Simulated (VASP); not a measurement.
# Na8Cl9 (a cell with a defect): single point with PBE

Na8Cl9 (a cell with a defect):

```xyz
17
Lattice="0.0000 5.6850 5.6850 5.6850 0.0000 5.6850 5.6850 5.6850 0.0000" Properties=species:S:1:pos:R:3 pbc="T T T"
Na    0.3636    0.1944    0.0565
Na    2.7146    2.5120   -0.0007
Na    2.8300   -0.2380    3.1985
Na    5.7158    3.1829    2.7668
Na   -0.0022    3.1437    2.9455
Na    2.7736    5.5080    2.9564
Na    3.1822    3.0131    5.4709
Na    5.5255    5.6411    5.6147
Cl    2.8569    2.8965    3.0635
Cl    5.9558    5.9268    2.9750
Cl    5.5491    3.0451    5.9344
Cl    8.1587    6.0879    5.9316
Cl    3.1609    5.5793    5.7526
Cl    5.9554    8.0247    5.8450
Cl    5.6418    5.5362    8.6867
Cl    8.3861    8.5271    8.7610
Cl    4.2772    4.1587   -0.1363
```

```
Program                : VASP 6.6.1
Task                   : single point
Functional             : PBE
Potentials or basis    : VASP PAW PBE potentials, release 64 (Na_pv, Cl)
Cutoff                 : 520 eV
k mesh                 : 2 × 2 × 2
Occupations            : fermi-dirac, width 0.02 eV
Spin                   : collinear spin, zero start
Starting moments       : [0.0, 0.0, 0.0, 0.0, 0.0, 0.0, 0.0, 0.0, 0.0, 0.0, 0.0, 0.0, 0.0, 0.0, 0.0, 0.0, 0.0] μB
Dipole correction      : no
Further INCAR settings : LREAL = Auto; ALGO = Normal; EDIFF = 1e-06; NBANDS = 78
```

```yaml
Pressure: 5.4 GPa
Largest_force: 1.656 eV/Å
Net_moment: 0.00 μB per cell
Valence_electrons_inside_the_program's_atomic_spheres: Na 6.03, 6.07, 6.02, 6.04, 6.08; Cl 5.19, 5.18, 5.20, 5.12, 5.21, 5.15
```

Forces in eV/Å, atoms in the order of the input:
```
Na   0.122  0.372  0.141
Na  -1.143 -0.890  0.412
Na   0.364  0.344  0.070
Na  -0.101 -0.265 -0.021
Na  -0.076 -1.156  0.224
Na   0.029  0.488 -0.291
Na  -0.987 -0.497  0.822
Na   1.039 -0.450  0.146
Cl   0.090 -0.241 -0.975
Cl  -0.469 -0.184 -0.510
Cl   1.231 -0.639 -0.187
Cl  -0.199  0.282 -0.055
Cl  -1.622  0.313  0.124
Cl   1.249  0.123  0.121
Cl   0.249  1.375 -0.131
Cl  -0.124 -0.472 -0.483
Cl   0.348  1.498  0.594
```

Stress tensor (GPa, compression positive):
```
5.98 0.61 0.28
0.61 7.12 0.08
0.28 0.08 2.95
```

Levels at points of the mesh, in eV from the Fermi level:
Spin up:
```
           k point  band 57  band 58  band 59  band 60  band 61  band 62
(0.00, 0.00, 0.00)    -2.26    -2.06    -1.89     0.82     2.90     4.88
(0.50, 0.00, 0.00)    -1.92    -1.88    -1.38    -0.52     4.19     4.41
(0.00, 0.50, 0.00)    -1.95    -1.90    -1.31    -0.55     4.16     4.39
(0.00, 0.00, 0.50)    -2.30    -2.05    -1.57     0.82     4.07     4.55
(0.50, 0.50, 0.50)    -2.28    -2.02    -1.59     0.82     4.05     4.61
(0.50, 0.50, 0.00)    -2.30    -1.76    -1.50     0.83     4.56     4.72
(0.00, 0.50, 0.50)    -1.94    -1.84    -1.32    -0.54     4.61     4.84
(0.50, 0.00, 0.50)    -2.02    -1.84    -1.31    -0.53     4.64     4.75
```
Spin down:
```tsv
k point	band 57	band 58	band 59	band 60	band 61	band 62
(0.00, 0.00, 0.00)	-2.26	-2.06	-1.89	0.82	2.90	4.88
(0.50, 0.00, 0.00)	-1.92	-1.88	-1.38	-0.52	4.19	4.41
(0.00, 0.50, 0.00)	-1.95	-1.90	-1.31	-0.55	4.16	4.39
(0.00, 0.00, 0.50)	-2.30	-2.05	-1.57	0.82	4.07	4.55
(0.50, 0.50, 0.50)	-2.28	-2.02	-1.59	0.82	4.05	4.61
(0.50, 0.50, 0.00)	-2.30	-1.76	-1.50	0.83	4.56	4.72
(0.00, 0.50, 0.50)	-1.94	-1.84	-1.32	-0.54	4.61	4.84
(0.50, 0.00, 0.50)	-2.02	-1.84	-1.31	-0.53	4.64	4.75
```

Wall time 30 min on 1 thread of AMD EPYC 7571, on a shared host, peak memory 0.75 GiB.

Caveat: the k points lie up to 0.48 Å⁻¹ apart.
